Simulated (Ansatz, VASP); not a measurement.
Given: the input of a run of VASP 6.6.1 on Au.

The input POSCAR:

```
Au
1.0
   -1.6572690000      1.6572690000      1.6572690000
    1.6572690000     -1.6572690000      1.6572690000
    1.6572690000      1.6572690000     -1.6572690000
Au
1
Direct
    0.0000000000      0.0000000000      0.0000000000
```

Contents of INCAR.step1:

```
SYSTEM = Au
PREC = Accurate
ENCUT = 600
EDIFF = 1E-5
ISMEAR = -1
SIGMA = 0.05
LREAL = .FALSE.
LASPH = .TRUE.
NELM = 80
ALGO = Normal
LWAVE = .TRUE.
LCHARG = .FALSE.
GGA = PE
NBANDS = 12
```

The input INCAR.step2:

```
SYSTEM = Au
PREC = Accurate
ENCUT = 600
EDIFF = 1E-6
ISMEAR = -1
SIGMA = 0.05
LREAL = .FALSE.
LASPH = .TRUE.
NELM = 80
ALGO = Normal
ISIF = 3
LWAVE = .FALSE.
LCHARG = .FALSE.
GGA = PE
LHFCALC = .TRUE.
AEXX = 0.25
HFSCREEN = 0.3
PRECFOCK = Normal
IBRION = 2
NSW = 60
EDIFFG = -0.01
ISTART = 1
```

The input KPOINTS:

```
Automatic mesh
0
G
  6 6 6
  0 0 0
```

Potentials or basis: VASP PAW PBE potentials, release 64 (Au).

Launch:

```sh
$ cat potpaw_PBE.64/Au/POTCAR > POTCAR
$ cp INCAR.step1 INCAR
$ mpirun -np 1 vasp_std > vasp.out
$ cp INCAR.step2 INCAR
$ mpirun -np 1 vasp_std > vasp.out
```

Q: Translate it to Ansatz 0.2.0. Potentials there: Ansatz PAW.

A: As run (the cutoff follows the program's own potentials):

Contents of input:

```
crystal:
  lattice:
    - [-1.657269, 1.657269, 1.657269]
    - [1.657269, -1.657269, 1.657269]
    - [1.657269, 1.657269, -1.657269]
  atoms:
    - { symbol: Au, position: [0.0, 0.0, 0.0] }
hamiltonian:
  xc: { exchange: pbe, correlation: pbe, exx: { coeff: 0.25, omega: 0.3 } }
  pseudopotentials: { kind: paw }
kpoints:
  mp_grid: { grid: [6, 6, 6] }
scf:
  occupations: { method: fermi_dirac, width: 0.05 }
output:
  forces: true
  stress: true
  eigenvalues: true
relax:
  f_tol: 0.01
  max_steps: 40
  cell: { stress_tol: 0.05 }
```

Both were run:

|  | VASP | Ansatz | Ansatz less VASP |
| --- | --- | --- | --- |
| gap on the k mesh at the Fermi level, each at its own relaxed structure (eV) | none | none | - |
| relaxed volume (Å³/atom) | 17.72 | 17.68 | -0.037 |
| relaxed length of the cell vector where the two differ most in proportion (Å) | 2.845 | 2.843 | -0.0020 |

VASP's potentials were made for PBE, not for PBE-based screened hybrid. A gap of «none» marks a metal or a gap that the smearing closes. VASP's potentials hold 11 valence electrons a cell and Ansatz's 19, so a difference there can come from the potentials and not from the codes.

The k mesh is coarse, so the values compare programs but aren't converged. Spin-orbit coupling is off throughout. Noted on Ansatz's run: the plane-wave basis is chosen anew once the cell has moved, so the energies of steps on either side of that aren't comparable.
